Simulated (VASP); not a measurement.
# SnO (Cmc2_1) in VASP: further runs

The runs below take SnO through single point, with r2SCAN.

All numbers are computed with VASP 6.6.1; they aren't measurements. Logs are shortened: lines on timing, memory, paths and dates and some standing lists are left out, and cuts for length are marked.

## (1) The cell of the first run

It takes space group Cmc2_1 (No. 36, orthorhombic). The conventional cell has a = 4.943 Å, b = 5.654 Å, c = 10.992 Å, α = 90.00°, β = 90.00°, γ = 90.00°. Sn (site symmetry m) has 4 O at 2.13 to 2.50 Å within 2.8 Å. Within 2.6 Å of Sn (site symmetry m) lie 2 O at 1.97 Å. O (site symmetry 1) has 1 O at 1.78 Å and 2 Sn at 1.97 to 2.13 Å within 2.4 Å.

## (2) Single point, r2SCAN

POSCAR reads:

```
SnO
1.0
    2.4712613500      2.8271229900      0.0000000000
    2.4712613500     -2.8271229900      0.0000000000
    0.0000000000      0.0000000000    -10.9921705000
Sn O
4 4
Direct
    0.0000000000      0.0000000000      0.0000000000
    0.0000000000      0.0000000000      0.5000000000
    0.4410000000      0.5590000000      0.7460000000
    0.5590000000      0.4410000000      0.2460000000
    0.4300000000      0.9300000000      0.6200000000
    0.5700000000      0.0700000000      0.1200000000
    0.0700000000      0.5700000000      0.6200000000
    0.9300000000      0.4300000000      0.1200000000
```

INCAR.step1 reads:

```
  PREC = Accurate
  ENCUT = 520
  ISMEAR = -1
  SIGMA = 0.1
  LREAL = False
  LASPH = True
  NELM = 100
  NBANDS = 50
  GGA = PE
  ALGO = Normal
  EDIFF = 1E-4
  LWAVE = True
  LCHARG = False
```

INCAR.step2 reads:

```
  PREC = Accurate
  ENCUT = 520
  EDIFF = 1E-7
  ISMEAR = -1
  SIGMA = 0.1
  LREAL = False
  LASPH = True
  NELM = 100
  ALGO = Normal
  ISIF = 2
  LWAVE = False
  LCHARG = False
  METAGGA = R2SCAN
  LMIXTAU = True
  NBANDS = 50
  ISTART = 1
```

KPOINTS reads:

```
regular mesh
0
Gamma
  5 5 2
```

Potentials or basis: VASP PAW PBE potentials, release 64 (Sn_d, O).

Started as:

```bash
$ cat potpaw_PBE.64/Sn_d/POTCAR potpaw_PBE.64/O/POTCAR > POTCAR
$ cp INCAR.step1 INCAR
$ mpirun -np 1 vasp_std > vasp.out
$ cp INCAR.step2 INCAR
$ mpirun -np 1 vasp_std > vasp.out
```

OUTCAR:

```text
PREC = Accurate
   ENCUT = 520
   EDIFF = 1E-7
   ISMEAR = -1
   LREAL = False
   LASPH = True
   NELM = 100
   ISIF = 2
   METAGGA = R2SCAN
   ISTART = 1

 ion  position               nearest neighbor table
   1  0.000  0.000  0.000-   6 2.13   8 2.13   6 2.50   8 2.50   4 3.68   4 3.68   4 3.68   3 3.74
                             3 3.74   3 3.74
   2  0.000  0.000  0.500-   5 2.13   7 2.13   7 2.50   5 2.50   3 3.68   3 3.68   3 3.68   4 3.74
                             4 3.74   4 3.74
   3  0.441  0.559  0.746-   5 1.97   7 1.97   7 2.73   5 2.73   2 3.68   2 3.68   2 3.68   1 3.74
                             1 3.74   1 3.74
   4  0.559  0.441  0.246-   6 1.97   8 1.97   6 2.73   8 2.73   1 3.68   1 3.68   1 3.68   2 3.74
                             2 3.74   2 3.74
   5  0.430  0.930  0.620-   7 1.78   3 1.97   2 2.13   2 2.50   3 2.73
   6  0.570  0.070  0.120-   8 1.78   4 1.97   1 2.13   1 2.50   4 2.73
   7  0.070  0.570  0.620-   5 1.78   3 1.97   2 2.13   2 2.50   3 2.73
   8  0.930  0.430  0.120-   6 1.78   4 1.97   1 2.13   1 2.50   4 2.73

  LATTYP: Found a base centered orthorhombic cell.
 ALAT       =     4.9425227000
 B/A-ratio  =     1.1440000023
 C/A-ratio  =     2.2240000031

  Lattice vectors:

 A1 = (   2.4712613500,   2.8271229900,   0.0000000000)
 A2 = (   2.4712613500,  -2.8271229900,   0.0000000000)
 A3 = (   0.0000000000,   0.0000000000, -10.9921705000)

Analysis of symmetry for initial positions (statically):
=====================================================================
 Subroutine PRICEL returns:
 Original cell was already a primitive cell.

 Routine SETGRP: Setting up the symmetry group for a
 base centered orthorhombic supercell.

 Subroutine GETGRP returns: Found  4 space group operations
 (whereof  2 operations were pure point group operations)
 out of a pool of  8 trial point group operations.

The static configuration has the point symmetry C_1h.
 The point group associated with its full space group is C_2v.

Analysis of symmetry for dynamics (positions and initial velocities):
=====================================================================
 Subroutine PRICEL returns:
 Original cell was already a primitive cell.

 Routine SETGRP: Setting up the symmetry group for a
 base centered orthorhombic supercell.

 Subroutine GETGRP returns: Found  4 space group operations
 (whereof  2 operations were pure point group operations)
 out of a pool of  8 trial point group operations.

The dynamic configuration has the point symmetry C_1h.
 The point group associated with its full space group is C_2v.

 Subroutine INISYM returns: Found  4 space group operations
 (whereof  2 operations are pure point group operations),
 and found     1 'primitive' translations

----------------------------------------------------------------------------------------

                                     Primitive cell

  volume of cell :     153.5949

  direct lattice vectors                    reciprocal lattice vectors
     2.471261350  2.827122990  0.000000000     0.202325828  0.176858241  0.000000000
     2.471261350 -2.827122990  0.000000000     0.202325828 -0.176858241  0.000000000
     0.000000000  0.000000000-10.992170500     0.000000000  0.000000000 -0.090973844

  length of vectors
     3.754964322  3.754964322 10.992170500     0.268727703  0.268727703  0.090973844

  position of ions in fractional coordinates (direct lattice)
     0.000000000  0.000000000  0.000000000
     0.000000000  0.000000000  0.500000000
     0.441000000  0.559000000  0.746000000
     0.559000000  0.441000000  0.246000000
     0.430000000  0.930000000  0.620000000
     0.570000000  0.070000000  0.120000000
     0.070000000  0.570000000  0.620000000
     0.930000000  0.430000000  0.120000000

  ion indices of the primitive-cell ions
   primitive index   ion index
                 1           1
                 2           2
                 3           3
                 4           4
                 5           5
                 6           6
                 7           7
                 8           8

----------------------------------------------------------------------------------------

 KPOINTS: regular mesh

Automatic generation of k-mesh.
 Grid dimensions read from file:
 generate k-points for:    5    5    2

 Generating k-lattice:

  Cartesian coordinates                     Fractional coordinates (reciprocal lattice)
     0.040465166  0.035371648  0.000000000     0.200000000 -0.000000000  0.000000000
     0.040465166 -0.035371648  0.000000000    -0.000000000  0.200000000  0.000000000
     0.000000000  0.000000000 -0.045486922     0.000000000  0.000000000  0.500000000

  Length of vectors
     0.053745541  0.053745541  0.045486922

  Shift w.r.t. Gamma in fractional coordinates (k-lattice)
     0.000000000  0.000000000  0.000000000

 Subroutine IBZKPT returns following result:
 ===========================================

 Found     18 irreducible k-points:

 Following reciprocal coordinates:
            Coordinates               Weight
  0.000000  0.000000  0.000000      1.000000
  0.200000  0.000000  0.000000      4.000000
  0.400000 -0.000000  0.000000      4.000000
  0.200000  0.200000  0.000000      2.000000
  0.400000  0.200000  0.000000      4.000000
 -0.400000  0.200000  0.000000      4.000000
[... 10 lines left out ...]
  0.400000  0.400000  0.500000      2.000000
 -0.400000  0.400000  0.500000      2.000000
   k-points           NKPTS =     18   k-points in BZ     NKDIM =     18   number of bands    NBANDS=     50
   number of dos      NEDOS =    301   number of ions     NIONS =      8
   total plane-waves  NPLWV =  65856
   dimension x,y,z NGX =    28 NGY =   28 NGZ =   84
   dimension x,y,z NGXF=    56 NGYF=   56 NGZF=  168
   ions per type =               4   4
   NGX,Y,Z   is equivalent  to a cutoff of  12.40, 12.40, 12.70 a.u.
   NGXF,Y,Z  is equivalent  to a cutoff of  24.79, 24.79, 25.41 a.u.
 SYSTEM =  unknown system
   PREC   = accura    normal or accurate (medium, high low for compatibility)
   ISTART =      1    job   : 0-new  1-cont  2-samecut
   ICHARG =      0    charge: 1-file 2-atom 10-const
   ISPIN  =      1    spin polarized calculation?
   LNONCOLLINEAR =      F non collinear calculations
   LSORBIT =      F    spin-orbit coupling
   LASPH  =      T    aspherical Exc in radial PAW
   ENCUT  =  520.0 eV  38.22 Ry    6.18 a.u.   6.98  6.98 20.44*2*pi/ulx,y,z
   NELM   =    100;   NELMIN=  2; NELMDL=  0     # of ELM steps
   EDIFF  = 0.1E-06   stopping-criterion for ELM
   LREAL  =      F    real-space projection
   EDIFFG = 0.1E-05   stopping-criterion for IOM
   NSW    =      0    number of steps for IOM
   IBRION =     -1    ionic relax: 0-MD 1-quasi-New 2-CG
   NFREE  =      0    steps in history (QN), initial steepest desc. (CG)
   ISIF   =      2    stress and relaxation
   ISYM   =      2    0-nonsym 1-usesym 2-fastsym
   POTIM  = 0.5000    time-step for ionic-motion
   TEBEG  =    0.0;   TEEND  =   0.0 temperature during run
   PSTRESS=    0.0 pullay stress
   NELECT =      80.0000    total number of electrons
   NUPDOWN=      -1.0000    fix difference up-down
   EMIN   =  10.00;   EMAX   =-10.00  energy-range for DOS
   EFERMI =   0.00;   METHOD = LEGACY
   ISMEAR =    -1;   SIGMA  =   0.10  broadening in eV -4-tet -1-fermi 0-gaus
   EFERMI_NEDOS =   21; number of points for ismear=-14 and -15
   IALGO  =     38    algorithm
   IMIX   =      4    mixing-type and parameters
     AMIX     =   0.40;   BMIX     =  1.00
     AMIX_MAG =   1.60;   BMIX_MAG =  1.00
  volume/ion in A,a.u.               =      19.20       129.56
  Fermi-wavevector in a.u.,A,eV,Ry     =   1.317182  2.489114 23.605689  1.734969
  Thomas-Fermi vector in A             =   2.447242
   LORBIT       =      0    0 simple, 1 ext, 2 COOP (PROOUT), +10 PAW based schemes
   METAGGA = R2SCAN    functional components
   LHFCALC =     F    Hartree Fock is set to
   AEXX    =    0.0000 exact exchange contribution
   IVDW    =     0    specifies the selected vdW correction
   LEPSILON=     F    determine dielectric tensor
   LRPA    =     F    only Hartree local field effects (RPA)
 non-spin polarized calculation
  energy-cutoff  :      520.00
  volume of cell :      153.59
 maximum number of plane-waves:      4166
   NGX = 13   NGY = 13   NGZ = 41

 number of electron      79.9999996 magnetization

 Free energy of the ion-electron system (eV)
  ---------------------------------------------------
  ext. energy  EPLUGINS =         0.00000000
  ---------------------------------------------------
  free energy    TOTEN  =      -125.24510647 eV

  energy without entropy =     -125.17357130  energy(sigma->0) =     -125.20933889

 E-fermi :   6.6645     XC(G=0): -10.4319

 val. band max:        6.6059081307   @ k =   0.4000   0.4000   0.0000
 cond. band min:       6.7445119052   @ k =   0.4000   0.4000   0.0000
 fundamental gap:      0.1386037745
 Fermi energy:         6.6644507968

 k-point     1 :       0.0000    0.0000    0.0000
  band No.  band energies     occupation
      1     -17.3020      2.00000
      2     -17.3007      2.00000
      3     -16.6035      2.00000
      4     -16.5970      2.00000
      5     -16.3169      2.00000
      6     -16.3101      2.00000
[... 42 lines left out ...]
     49      11.9064      0.00000
     50      12.8010      0.00000

 k-point     2 :       0.2000    0.0000    0.0000
  band No.  band energies     occupation
      1     -17.3234      2.00000
      2     -17.3195      2.00000
      3     -16.5866      2.00000
      4     -16.5789      2.00000
      5     -16.3069      2.00000
      6     -16.3034      2.00000
[... 42 lines left out ...]
     49      11.7825      0.00000
     50      12.5776      0.00000

 k-point     3 :       0.4000   -0.0000    0.0000
  band No.  band energies     occupation
      1     -17.3536      2.00000
      2     -17.3492      2.00000
      3     -16.5682      2.00000
      4     -16.5637      2.00000
      5     -16.2964      2.00000
      6     -16.2954      2.00000
[... 784 lines left out ...]
     49      11.4437      0.00000
     50      11.4437      0.00000

 k-point    18 :      -0.4000    0.4000    0.5000
  band No.  band energies     occupation
      1     -17.3978      2.00000
      2     -17.3978      2.00000
      3     -16.5752      2.00000
      4     -16.5752      2.00000
      5     -16.2947      2.00000
      6     -16.2947      2.00000
[... 42 lines left out ...]
     49      10.8630      0.00000
     50      10.8630      0.00000

------------------------ aborting loop because EDIFF is reached ----------------------------------------

  FORCE on cell =-STRESS in cart. coord.  units (eV):
  Direction    XX          YY          ZZ          XY          YZ          ZX
  --------------------------------------------------------------------------------------
  -------------------------------------------------------------------------------------
  Total       34.5163806     -0.6786360     -1.1011590      0.0000000      0.0000000      0.0000000
  in kB      360.0468371     -7.0789795    -11.4863955      0.0000000      0.0000000      0.0000000
  external PRESSURE =     113.8271540 kB  Pullay stress =       0.0000000 kB

 VOLUME and BASIS-vectors are now :
 -----------------------------------------------------------------------------
  energy-cutoff  :      520.00
  volume of cell :      153.59
      direct lattice vectors                 reciprocal lattice vectors
     2.471261350  2.827122990  0.000000000     0.202325828  0.176858241  0.000000000
     2.471261350 -2.827122990  0.000000000     0.202325828 -0.176858241  0.000000000
     0.000000000  0.000000000-10.992170500     0.000000000  0.000000000 -0.090973844

 POSITION                                       TOTAL-FORCE (eV/Angst)
 -----------------------------------------------------------------------------------
      0.00000      0.00000      0.00000         0.000000      0.976577     -1.283920
      0.00000      0.00000     -5.49609         0.000000     -0.976577     -1.283920
      2.47126     -0.33360     -8.20016         0.000000      2.443546     -1.210085
      2.47126      0.33360     -2.70407         0.000000     -2.443546     -1.210085
      3.36092     -1.41356     -6.81515        10.222465     -0.670819      1.247003
      1.58161      1.41356     -1.31906       -10.222465      0.670819      1.247003
      1.58161     -1.41356     -6.81515       -10.222465     -0.670819      1.247003
      3.36092      1.41356     -1.31906        10.222465      0.670819      1.247003
 -----------------------------------------------------------------------------------
    total drift:                                0.000000     -0.000000     -0.004868

  FREE ENERGIE OF THE ION-ELECTRON SYSTEM (eV)
  ---------------------------------------------------
  free  energy   TOTEN  =      -125.2451064721 eV

  energy  without entropy=     -125.1735712994  energy(sigma->0) =     -125.20933889
```

It took 3.7 min on 1 thread of Intel Xeon 6975P-C (Granite Rapids), shared host; peak memory 0.32 GiB.

Results:

```yaml
Free_energy: -125.2451 eV
Pressure: 11.4 GPa
Largest_force: 10.320 eV/Å
Band_gap_on_the_k_mesh: zero (filled and empty bands touch)
```

Forces on the atoms (eV/Å):
```
Sn    0.000   0.977  -1.284
Sn    0.000  -0.977  -1.284
Sn    0.000   2.444  -1.210
Sn    0.000  -2.444  -1.210
O    10.222  -0.671   1.247
O   -10.222   0.671   1.247
O   -10.222  -0.671   1.247
O    10.222   0.671   1.247
```

Caveat: the cell stands under pressure; semilocal functionals underestimate gaps, so a narrow gap can read as zero; the PAW data sets were made with another functional, which shifts forces and pressure a little; spin-orbit coupling is left out, which moves the levels of the heavy elements.

(Part 1 of 2 ends here.)
